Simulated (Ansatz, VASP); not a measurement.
## V in VASP and in Ansatz

```
V
1.0
    -1.51000    1.51000    1.51000
     1.51000   -1.51000    1.51000
     1.51000    1.51000   -1.51000
V
1
Direct
  0.00000 0.00000 0.00000
```

Alike in both runs: task relaxation of cell and atoms; functional PBE; k mesh 25 × 25 × 25; no spin polarisation.

```csv
,VASP,Ansatz
version,VASP 6.6.1,Ansatz 0.2.0
potentials or method,"VASP PAW PBE potentials, release 64 (V_sv)","plane-wave PAW, scalar-relativistic"
plane-wave cutoff (eV),600,420
occupations,"methfessel-paxton of order 1, width 0.1 eV","cold, width 0.1 eV"
valence electrons in the cell,13,13
```

```csv
,VASP,Ansatz,Ansatz less VASP
relaxed volume (Å³/atom),13.46,13.45,-0.011
relaxed cell length with the largest relative difference (Å),2.596,2.595,-0.0007
```
